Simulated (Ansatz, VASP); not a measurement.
# Two plane-wave programs on BiTe

```
Bi Te
1.0
     2.49539    1.44071    3.31729
    -2.49539    1.44071    3.31729
     0.00000   -2.88143    3.31729
Bi Te
1 1
Direct
  0.50000 0.50000 0.50000
  0.00000 0.00000 0.00000
```

Change from the starting cell: strain +0.030 along x and y, +0.000 along z, atoms carried along.

Alike in both runs: task single point; functional PBEsol; k mesh 12 × 12 × 12; occupations gaussian, width 0.15 eV; no spin polarisation.

```csv
,VASP,Ansatz
version,VASP 6.6.1,Ansatz 0.2.0
potentials or method,"VASP PAW PBE potentials, release 64 (Bi_d, Te), cutoff 520 eV","scalar-relativistic, plane waves, PAW"
valence electrons in the cell,21,31
```

```csv
,VASP,Ansatz,Ansatz less VASP
gap on the k mesh at the Fermi level (eV),none,none,-
pressure (GPa),-5.0,-5.0,+0.04
"traceless stress, the component that is largest in VASP (GPa)",1.13,1.13,+0.003
```

VASP's potentials were made for PBE, not for PBEsol. A gap of «none» marks a metal or a gap that the smearing closes. VASP's potentials hold 21 valence electrons a cell and Ansatz's 31, so a difference there can come from the potentials and not from the codes.

Neither program's run includes spin-orbit coupling.
